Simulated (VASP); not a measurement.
# AlCo (Pm-3m) in VASP: notebook, part 2 of 3

VASP 6.6.1. Earlier steps stand in the parts before.

## Step 3: Vibrations by perturbation theory, LDA

This run uses another cell than the first one, of 10.90 Å³/atom.

INCAR reads:

```
  PREC = Accurate
  ENCUT = 520
  EDIFF = 1E-8
  ISMEAR = -1
  SIGMA = 0.05
  LREAL = F
  LASPH = T
  NELM = 80
  ALGO = Normal
  ISIF = 2
  LWAVE = F
  LCHARG = F
  IBRION = 8
  NSW = 1
```

KPOINTS reads:

```
Automatic mesh
0
Gamma
  12 12 12
```

POSCAR reads:

```
AlCo
1.0
    2.7939316971      0.0000000000      0.0000000000
    0.0000000000      2.7939316971      0.0000000000
    0.0000000000      0.0000000000      2.7939316971
Al Co
1 1
Direct
    0.0000000000      0.0000000000      0.0000000000
    0.5000000000      0.5000000000      0.5000000000
```

Potentials or basis: VASP PAW LDA potentials, release 64 (Al, Co).

Started as:

```bash
cat potpaw_LDA.64/Al/POTCAR potpaw_LDA.64/Co/POTCAR > POTCAR
mpirun -np 1 vasp_std > vasp.out
```

OUTCAR:

```text
PREC = Accurate
   ENCUT = 520
   EDIFF = 1E-8
   ISMEAR = -1
   LREAL = F
   LASPH = T
   NELM = 80
   ISIF = 2
   IBRION = 8
   NSW = 1

 ion  position               nearest neighbor table
   1  0.000  0.000  0.000-   2 2.42   2 2.42   2 2.42   2 2.42   2 2.42   2 2.42   2 2.42   2 2.42

   2  0.500  0.500  0.500-   1 2.42   1 2.42   1 2.42   1 2.42   1 2.42   1 2.42   1 2.42   1 2.42

  LATTYP: Found a simple cubic cell.
 ALAT       =     2.7939316971

  Lattice vectors:

 A1 = (   2.7939316971,   0.0000000000,   0.0000000000)
 A2 = (   0.0000000000,   2.7939316971,   0.0000000000)
 A3 = (   0.0000000000,   0.0000000000,   2.7939316971)

Analysis of symmetry for initial positions (statically):
=====================================================================
 Subroutine PRICEL returns:
 Original cell was already a primitive cell.

 Routine SETGRP: Setting up the symmetry group for a
 simple cubic supercell.

 Subroutine GETGRP returns: Found 48 space group operations
 (whereof 48 operations were pure point group operations)
 out of a pool of 48 trial point group operations.

The static configuration has the point symmetry O_h .

Analysis of symmetry for dynamics (positions and initial velocities):
=====================================================================
 Subroutine PRICEL returns:
 Original cell was already a primitive cell.

 Routine SETGRP: Setting up the symmetry group for a
 simple cubic supercell.

 Subroutine GETGRP returns: Found 48 space group operations
 (whereof 48 operations were pure point group operations)
 out of a pool of 48 trial point group operations.

The dynamic configuration has the point symmetry O_h .

 Subroutine INISYM returns: Found 48 space group operations
 (whereof 48 operations are pure point group operations),
 and found     1 'primitive' translations

----------------------------------------------------------------------------------------

                                     Primitive cell

  volume of cell :      21.8096

  direct lattice vectors                    reciprocal lattice vectors
     2.793931697  0.000000000  0.000000000     0.357918557  0.000000000  0.000000000
     0.000000000  2.793931697  0.000000000     0.000000000  0.357918557  0.000000000
     0.000000000  0.000000000  2.793931697     0.000000000  0.000000000  0.357918557

  length of vectors
     2.793931697  2.793931697  2.793931697     0.357918557  0.357918557  0.357918557

  position of ions in fractional coordinates (direct lattice)
     0.000000000  0.000000000  0.000000000
     0.500000000  0.500000000  0.500000000

  ion indices of the primitive-cell ions
   primitive index   ion index
                 1           1
[... 136 lines left out ...]
      5      10.2381      2.00000
      6      10.2381      2.00000
      7      17.3655      0.00000
      8      17.3655      0.00000
      9      17.3655      0.00000
     10      20.1878      0.00000
[... 287 lines left out ...]
 k-point    24 :       0.4167    0.3333    0.0000
  band No.  band energies     occupation
      1       4.5699      2.00000
      2       6.7571      2.00000
      3       8.3896      2.00000
      4       8.9638      2.00000
      5       9.4969      2.00000
      6       9.6867      2.00000
      7      11.3327      0.02633
      8      14.7400      0.00000
      9      16.7856      0.00000
     10      23.3039      0.00000

 [... further k-points ...]

------------------------ aborting loop because EDIFF is reached ----------------------------------------

  FORCE on cell =-STRESS in cart. coord.  units (eV):
  Direction    XX          YY          ZZ          XY          YZ          ZX
  --------------------------------------------------------------------------------------
  -------------------------------------------------------------------------------------
  Total        0.0464380      0.0464380      0.0464380     -0.0000000      0.0000000     -0.0000000
  in kB        3.4114315      3.4114315      3.4114315     -0.0000000      0.0000000     -0.0000000
  external PRESSURE =       3.4114315 kB  Pullay stress =       0.0000000 kB

 VOLUME and BASIS-vectors are now :
 -----------------------------------------------------------------------------
  energy-cutoff  :      520.00
  volume of cell :       21.81
      direct lattice vectors                 reciprocal lattice vectors
     2.793931697  0.000000000  0.000000000     0.357918557  0.000000000  0.000000000
     0.000000000  2.793931697  0.000000000     0.000000000  0.357918557  0.000000000
     0.000000000  0.000000000  2.793931697     0.000000000  0.000000000  0.357918557

 POSITION                                       TOTAL-FORCE (eV/Angst)
 -----------------------------------------------------------------------------------
      0.00000      0.00000      0.00000         0.000000      0.000000      0.000000
      1.39697      1.39697      1.39697         0.000000      0.000000      0.000000
 -----------------------------------------------------------------------------------
    total drift:                                0.000000     -0.000000     -0.000000

  FREE ENERGIE OF THE ION-ELECTRON SYSTEM (eV)
  ---------------------------------------------------
  free  energy   TOTEN  =       -13.7124165670 eV

  energy  without entropy=      -13.7057295497  energy(sigma->0) =      -13.70907306

[... ionic steps 2 to 3 ...]

--------------------------------------- Ionic step        4  -------------------------------------------

------------------------ aborting loop because EDIFF is reached ----------------------------------------

[... ionic steps 5 to 6 ...]

--------------------------------------- Ionic step        7  -------------------------------------------

 Free energy of the ion-electron system (eV)
  ---------------------------------------------------
  ---------------------------------------------------
  free energy    TOTEN  =        -0.16949126 eV

  energy without entropy =       -0.16949126

------------------------ aborting loop because EDIFF is reached ----------------------------------------

 INTERNAL STRAIN TENSOR  FOR ION    2  DIRECTION 1   (eV/Angst):
 -----------------------------------------------------------------------------
     0.02939  0.00000  0.00000
     0.00000  0.01112  0.00000
    -0.00000  0.00000  0.01112

 INTERNAL STRAIN TENSOR FOR ION    2 for displacements in x,y,z  (eV/Angst):
          X           Y           Z          XY          YZ          ZX
  --------------------------------------------------------------------------------
  x     0.00000     0.00000     0.00000     0.00000     0.00000     0.00000
  y     0.00000     0.00000     0.00000     0.00000     0.00000     0.00000
  z     0.00000     0.00000     0.00000     0.00000     0.00000     0.00000

 SECOND DERIVATIVES (NOT SYMMETRIZED)
 ------------------------------------
               1X          1Y          1Z          2X          2Y          2Z
  1X    -8.224382   -0.000000    0.000000    8.224382    0.000000    0.000000
  1Y    -0.000000   -8.224382    0.000000    0.000000    8.224382   -0.000000
  1Z     0.000000    0.000000   -8.224382   -0.000000   -0.000000    8.224382
  2X     8.231940   -0.000000    0.000000   -8.231940    0.000000   -0.000000
  2Y     0.000000    8.231940    0.000000   -0.000000   -8.231940   -0.000000
  2Z    -0.000000    0.000000    8.231940    0.000000   -0.000000   -8.231940

 Eigenvectors and eigenvalues of the dynamical matrix
 ----------------------------------------------------

   1 f  =   10.422903 THz    65.489033 2PiTHz  347.670630 cm-1    43.105645 meV
             X         Y         Z           dx          dy          dz
      0.000000  0.000000  0.000000     0.828104    0.000000   -0.000000
      1.396966  1.396966  1.396966    -0.560575    0.000000    0.000000
[... 21 lines left out ...]
   6 f/i=    0.002222 THz     0.013961 2PiTHz    0.074117 cm-1     0.009189 meV
             X         Y         Z           dx          dy          dz
      0.000000  0.000000  0.000000     0.147375    0.412675   -0.349606
      1.396966  1.396966  1.396966     0.217708    0.609620   -0.516452

--------------------------------------------------------------------------------------------------------

 ELASTIC MODULI CONTR FROM IONIC RELAXATION (kBar)
 Direction    XX          YY          ZZ          XY          YZ          ZX
 --------------------------------------------------------------------------------
 XX           0.0000      0.0000      0.0000      0.0000      0.0000      0.0000
 YY           0.0000      0.0000      0.0000      0.0000      0.0000      0.0000
 ZZ           0.0000      0.0000      0.0000      0.0000      0.0000      0.0000
 XY           0.0000      0.0000      0.0000      0.0000      0.0000      0.0000
 YZ           0.0000      0.0000      0.0000      0.0000      0.0000      0.0000
 ZX           0.0000      0.0000      0.0000      0.0000      0.0000      0.0000
 --------------------------------------------------------------------------------
```

OSZICAR:

```text
N       E                     dE             d eps       ncg     rms          rms(c)
DAV:   1     0.348929744770E+02    0.34893E+02   -0.56135E+03  1688   0.130E+03
DAV:   2    -0.140048721554E+02   -0.48898E+02   -0.46096E+02  1680   0.193E+02
[... 39 lines left out ...]
RMM:   6    -0.169517580907E+00    0.83966E-05   -0.76452E-07  5300   0.135E-02    0.370E-03
RMM:   7    -0.169494589042E+00    0.22992E-04   -0.16630E-07  6317   0.450E-03    0.402E-04
RMM:   8    -0.169491614497E+00    0.29745E-05   -0.12290E-08  6382   0.119E-03    0.996E-05
RMM:   9    -0.169491241785E+00    0.37271E-06   -0.20563E-09  6448   0.410E-04    0.497E-05
RMM:  10    -0.169491253839E+00   -0.12054E-07   -0.64648E-10  5735   0.174E-04    0.163E-05
RMM:  11    -0.169491260951E+00   -0.71111E-08   -0.86454E-11  6655   0.690E-05    0.250E-06
 Linear response finished
```

stdout:

```text
POSCAR found type information on POSCAR AlCo
 POSCAR found :  2 types and       2 ions
 scaLAPACK will be used
 LDA part: xc-table for (Slater(with rela. corr.)+CA(PZ))
 , standard interpolation
 POSCAR, INCAR and KPOINTS ok, starting setup
 FFT: planning ... GRIDC
 FFT: planning ... GRID_SOFT
 FFT: planning ... GRID
 WAVECAR not read
 entering main loop
 Linear response reoptimize wavefunctions to high precision
 Linear response DOF=           2
 Linear response progress:
 first order change of Fermi-energy   0.12784E-04
 force on displaced ion       1 direction 1 :  -8.224   0.000  -0.000
 Linear response progress:
 first order change of Fermi-energy   0.30755E-02
 force on displaced ion       2 direction 1 :  -8.232  -0.000  -0.000
 Linear response finished
```

Wall time 79 s (1 thread of Intel Xeon Platinum 8488C (Sapphire Rapids), shared host); peak memory 0.24 GiB.

Results:

```yaml
Highest_phonon_frequency_at_Γ: 348 cm⁻¹
```

Phonon frequencies in cm⁻¹ (negative: imaginary):
```tsv
q point	frequencies
(0.000, 0.000, 0.000)	0 0 0 348 348 348
```

Caveat: the run has no spin polarisation, though such a crystal can be magnetic.

## Step 4: Vibrations by perturbation theory, LDA

This run uses another cell than the first one, of 10.90 Å³/atom.

INCAR reads:

```
SYSTEM = AlCo
PREC     = Accurate       ! precision mode
ENCUT    = 520            ! plane-wave cutoff, eV
EDIFF    = 1E-8           ! SCF threshold, eV
ISMEAR   = -1             ! smearing method
SIGMA    = 0.05           ! smearing width, eV
LREAL    = .FALSE.        ! projectors in reciprocal space
LASPH    = .TRUE.         ! aspherical terms in the spheres
NELM     = 80             ! most SCF steps
ALGO     = Normal         ! electronic algorithm
ISIF     = 2              ! what is computed and relaxed
LWAVE    = .FALSE.        ! write WAVECAR
LCHARG   = .FALSE.        ! write CHGCAR
NBANDS   = 13             ! bands
IBRION   = 8              ! ionic algorithm
NSW      = 1              ! ionic steps
```

KPOINTS reads:

```
regular mesh
0
G
  12 12 12
  0 0 0
```

POSCAR is that of step 3.

Potentials or basis: VASP PAW LDA potentials, release 64 (Al, Co).

Started as:

```bash
cat potpaw_LDA.64/Al/POTCAR potpaw_LDA.64/Co/POTCAR > POTCAR
mpirun -np 1 vasp_std > vasp.out
```

OUTCAR:

```text
SYSTEM = AlCo
   PREC = Accurate
   ENCUT = 520
   EDIFF = 1E-8
   ISMEAR = -1
   LREAL = .FALSE.
   LASPH = .TRUE.
   NELM = 80
   ISIF = 2
   IBRION = 8
   NSW = 1

 ion  position               nearest neighbor table
   1  0.000  0.000  0.000-   2 2.42   2 2.42   2 2.42   2 2.42   2 2.42   2 2.42   2 2.42   2 2.42

   2  0.500  0.500  0.500-   1 2.42   1 2.42   1 2.42   1 2.42   1 2.42   1 2.42   1 2.42   1 2.42

  LATTYP: Found a simple cubic cell.
 ALAT       =     2.7939316971

[... 641 lines left out ...]
               1X          1Y          1Z          2X          2Y          2Z
  1X    -8.224589    0.000000    0.000000    8.224589   -0.000000   -0.000000
  1Y     0.000000   -8.224589    0.000000   -0.000000    8.224589   -0.000000
  1Z    -0.000000   -0.000000   -8.224589    0.000000    0.000000    8.224589
  2X     8.232151   -0.000000   -0.000000   -8.232151    0.000000    0.000000
  2Y    -0.000000    8.232151   -0.000000    0.000000   -8.232151    0.000000
  2Z    -0.000000   -0.000000    8.232151    0.000000    0.000000   -8.232151

 Eigenvectors and eigenvalues of the dynamical matrix
 ----------------------------------------------------

   1 f  =   10.423035 THz    65.489862 2PiTHz  347.675033 cm-1    43.106191 meV
             X         Y         Z           dx          dy          dz
      0.000000  0.000000  0.000000    -0.828103   -0.000000   -0.000000
      1.396966  1.396966  1.396966     0.560575    0.000000    0.000000
[... 21 lines left out ...]
   6 f/i=    0.002223 THz     0.013969 2PiTHz    0.074160 cm-1     0.009195 meV
             X         Y         Z           dx          dy          dz
      0.000000  0.000000  0.000000    -0.000000   -0.189751   -0.527484
      1.396966  1.396966  1.396966    -0.000000   -0.280308   -0.779219

--------------------------------------------------------------------------------------------------------

 ELASTIC MODULI CONTR FROM IONIC RELAXATION (kBar)
 Direction    XX          YY          ZZ          XY          YZ          ZX
 --------------------------------------------------------------------------------
 XX           0.0000      0.0000      0.0000      0.0000      0.0000      0.0000
 YY           0.0000      0.0000      0.0000      0.0000      0.0000      0.0000
 ZZ           0.0000      0.0000      0.0000      0.0000      0.0000      0.0000
 XY           0.0000      0.0000      0.0000      0.0000      0.0000      0.0000
 YZ           0.0000      0.0000      0.0000      0.0000      0.0000      0.0000
 ZX           0.0000      0.0000      0.0000      0.0000      0.0000      0.0000
 --------------------------------------------------------------------------------
```

Wall time 1.7 min (1 thread of Intel Xeon Platinum 8488C (Sapphire Rapids), shared host); peak memory 0.26 GiB.

What came out:

* Highest phonon frequency at Γ: 348 cm⁻¹

Phonon frequencies in cm⁻¹ (negative: imaginary):
```
              q point        frequencies
(0.000, 0.000, 0.000)  0 0 0 348 348 348
```

Caveat: the run has no spin polarisation, though such a crystal can be magnetic.

[end of part 2 of 3]
